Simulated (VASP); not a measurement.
Set up this calculation in VASP 6.6.1, as the native input.

```
Task                   : single point
Functional             : PBEsol
Potentials or basis    : VASP PAW PBE potentials, release 64 (Ni)
Cutoff                 : 520 eV
k mesh                 : 10 × 10 × 15
Occupations            : fermi-dirac, width 0.05 eV
Spin                   : collinear spin, ferromagnetic start
Starting moments       : [0.623, 0.671, 0.671] μB
Dipole correction      : no
Further INCAR settings : ALGO = Normal; EDIFF = 1e-07; NBANDS = 26
```

The structure of Ni lies in POSCAR:

```
Ni
1.0
    3.9277595133      0.0000000000      0.0000000000
   -1.9638797566      3.4015395184      0.0000000000
    0.0000000000      0.0000000000      2.3786362171
Ni
3
Direct
    1.0000000000      1.0000000000      0.0000000000
    0.3333333333      0.6666666667      0.5000000000
    0.6666666667      0.3333333333      0.5000000000
```

This isn't the form of Ni at room conditions, which is fcc.

The input as run:

INCAR

```
PREC = Accurate
ENCUT = 520
EDIFF = 1E-7
ISMEAR = -1
SIGMA = 0.05
LREAL = False
LASPH = True
NELM = 150
ALGO = Normal
ISIF = 2
LWAVE = False
LCHARG = False
ISPIN = 2
MAGMOM = 0.623 0.671 0.671
LORBIT = 11
LMAXMIX = 4
GGA = PS
NBANDS = 26
```

KPOINTS

```
regular mesh
0
Gamma
  10 10 15
```

Potentials or basis: VASP PAW PBE potentials, release 64 (Ni).

Command:

```console
$ cat potpaw_PBE.64/Ni/POTCAR > POTCAR
$ mpirun -np 1 vasp_std > vasp.out
```

Results of the run:

```json
{
  "Pressure": "-0.1 GPa",
  "Net moment": "1.84 μB per cell",
  "Site moments": "Ni +0.59, +0.63 (each value once) μB",
  "Valence electrons inside the program's atomic spheres": "Ni 9.32, 9.41 (each value once)"
}
```

Caveat: the PAW data sets were made with another functional, which shifts forces and pressure a little.

Wall time 6.1 min on 1 thread of Intel Xeon 8259CL, with other jobs on the host, peak memory 0.25 GiB.
